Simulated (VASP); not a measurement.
Input of a VASP 6.6.1 run:

File INCAR:

```
SYSTEM = Ta2BiPb
PREC = Accurate
ENCUT = 520
EDIFF = 1E-7
ISMEAR = 0
SIGMA = 0.1
LREAL = .False.
LASPH = .True.
NELM = 100
ALGO = Normal
ISIF = 2
LWAVE = .False.
LCHARG = .False.
GGA = PS
NBANDS = 34
```

File KPOINTS:

```
Automatic mesh
0
Gamma
  6 6 4
  0 0 0
```

Contents of POSCAR:

```
Ta2BiPb
1.0
    4.7729237490      0.0000000000      0.0000000000
   -2.3864618745      4.1334732170      0.0000000000
    0.0000000000      0.0000000000      6.0437874381
Bi Ta Pb
1 2 1
Direct
    0.3333333300      0.6666666700      0.0000000000
    0.0000000000      0.0000000000      0.2501881200
    0.0000000000      0.0000000000      0.7498118800
    0.6666666700      0.3333333300      0.5000000000
```

Potentials or basis: VASP PAW PBE potentials, release 64 (Bi_d, Ta_pv, Pb_d).

Run with:

```console
$ cat potpaw_PBE.64/Bi_d/POTCAR potpaw_PBE.64/Ta_pv/POTCAR potpaw_PBE.64/Pb_d/POTCAR > POTCAR
$ mpirun -np 1 vasp_std > vasp.out
```

Problem. What does it give for the largest force?

Solution. 0.034 eV/Å.

Problem. Predict the pressure.

Solution. -14.1 GPa.

Stress tensor (GPa, compression positive):
```
-13.35   0.00   0.00
  0.00 -13.35   0.00
  0.00   0.00 -15.55
```

Caveat: the cell differs from its parent crystal (Pt replaced by Ta, lengths x 1.072, strained); the PAW data sets were made with another functional, which shifts forces and pressure a little.
